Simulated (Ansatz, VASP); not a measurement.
Two plane-wave programs on SiC

POSCAR

```
SiC
1.0
    0.0000000000      2.3479200000      2.3479200000
    2.3479200000      0.0000000000      2.3479200000
    2.3479200000      2.3479200000      0.0000000000
Si C
1 1
Direct
    0.0000000000      0.0000000000      0.0000000000
    0.7500000000      0.7500000000      0.7500000000
```

File INCAR.step1:

```
SYSTEM = SiC
PREC     = Accurate       ! precision mode
ENCUT    = 520            ! plane-wave cutoff, eV
ISMEAR   = 0              ! smearing method
SIGMA    = 0.05           ! smearing width, eV
LREAL    = .False.        ! projectors in reciprocal space
LASPH    = .True.         ! aspherical terms in the spheres
NELM     = 100            ! most SCF steps
NBANDS   = 11             ! bands
GGA      = PE             ! functional
ALGO     = Normal         ! electronic algorithm
EDIFF    = 1E-4           ! SCF threshold, eV
LWAVE    = .True.         ! write WAVECAR
LCHARG   = .False.        ! write CHGCAR
```

File INCAR.step2:

```
SYSTEM = SiC
PREC     = Accurate       ! precision mode
ENCUT    = 520            ! plane-wave cutoff, eV
EDIFF    = 1E-6           ! SCF threshold, eV
ISMEAR   = 0              ! smearing method
SIGMA    = 0.05           ! smearing width, eV
LREAL    = .False.        ! projectors in reciprocal space
LASPH    = .True.         ! aspherical terms in the spheres
NELM     = 100            ! most SCF steps
ALGO     = Normal         ! electronic algorithm
ISIF     = 2              ! what is computed and relaxed
LWAVE    = .False.        ! write WAVECAR
LCHARG   = .True.         ! write CHGCAR
METAGGA  = R2SCAN         ! meta-GGA
LMIXTAU  = .True.       
LELF     = .True.         ! ELF
LVHAR    = .True.       
NBANDS   = 11             ! bands
ISTART   = 1
```

KPOINTS

```
Automatic mesh
0
Gamma
  12 12 12
  0 0 0
```

Input for Ansatz:

```yaml
crystal:
  lattice:
    - [0.0, 2.34792, 2.34792]
    - [2.34792, 0.0, 2.34792]
    - [2.34792, 2.34792, 0.0]
  atoms:
    - { symbol: Si, position: [0.0, 0.0, 0.0] }
    - { symbol: C, position: [0.75, 0.75, 0.75] }
basis:
  ecutwfc: 500
kpoints:
  mp_grid: { grid: [12, 12, 12] }
hamiltonian:
  xc: r2scan
scf:
  occupations: { method: gaussian, width: 0.05 }
output:
  forces: true
  stress: true
  eigenvalues: true
```

Change from the starting cell: strain +0.080 along x and y, +0.080 along z, atoms carried along.

Alike in both runs: task single point; functional r2SCAN; k mesh 12 × 12 × 12; occupations gaussian, width 0.05 eV; no spin polarisation.

|  | VASP | Ansatz |
| --- | --- | --- |
| version | VASP 6.6.1 | Ansatz 0.2.0 |
| potentials or method | VASP PAW PBE potentials, release 64 (Si, C), cutoff 520 eV | scalar-relativistic, plane waves, PAW |
| valence electrons in the cell | 8 | 8 |

VASP gave:

* gap on the k mesh at the Fermi level (eV): 1.83
* least direct gap on the mesh (eV): 4.08
* pressure (GPa): -32.6

Task: Estimate Ansatz's values.

Result: gap on the k mesh at the Fermi level (eV): 1.82; least direct gap on the mesh (eV): 4.07; pressure (GPa): -32.6.

VASP's potentials were made for PBE, not for r2SCAN. Both programs put the cell under strong tension, so it lies far from rest at this level.

Noted on VASP's run: the cell as given lies far from equilibrium.
